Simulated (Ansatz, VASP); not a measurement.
# One calculation of Cu5Mo, two programs

```
Cu Mo
1.0
     4.71019    0.00000    0.00000
    -2.35509    4.07914    0.00000
     0.00000    0.00000    4.12382
Cu Mo
5 1
Direct
  0.33333 0.66667 0.00000
  0.66667 0.33333 0.00000
  0.50000 0.00000 0.50000
  0.50000 0.50000 0.50000
  0.00000 0.50000 0.50000
  0.00000 0.00000 0.00000
```

Change from the starting cell: species swapped into the TbNi5 type (P6/mmm, No. 191).

Alike in both runs: functional PBE; k mesh 4 × 4 × 4; occupations gaussian, width 0.2 eV; no spin polarisation.

Ansatz relaxed the structure, and its values are those at the end. VASP's run is a single point on that final structure, the one shown.

```csv
,VASP,Ansatz
version,VASP 6.6.1,Ansatz 0.2.0
potentials or method,"VASP PAW PBE potentials, release 64 (Cu, Mo_sv), cutoff 600 eV","scalar-relativistic, plane waves, PAW"
valence electrons in the cell,69,109
```

|  | VASP | Ansatz | Ansatz less VASP |
| --- | --- | --- | --- |
| gap on the k mesh at the Fermi level (eV) | none | none | - |
| pressure (GPa) | 0.1 | -0.2 | -0.35 |

A gap of «none» marks a metal or a gap that the smearing closes. VASP's potentials hold 69 valence electrons a cell and Ansatz's 109, so a difference there can come from the potentials and not from the codes.

The k mesh is coarse, so the values compare programs but aren't converged.
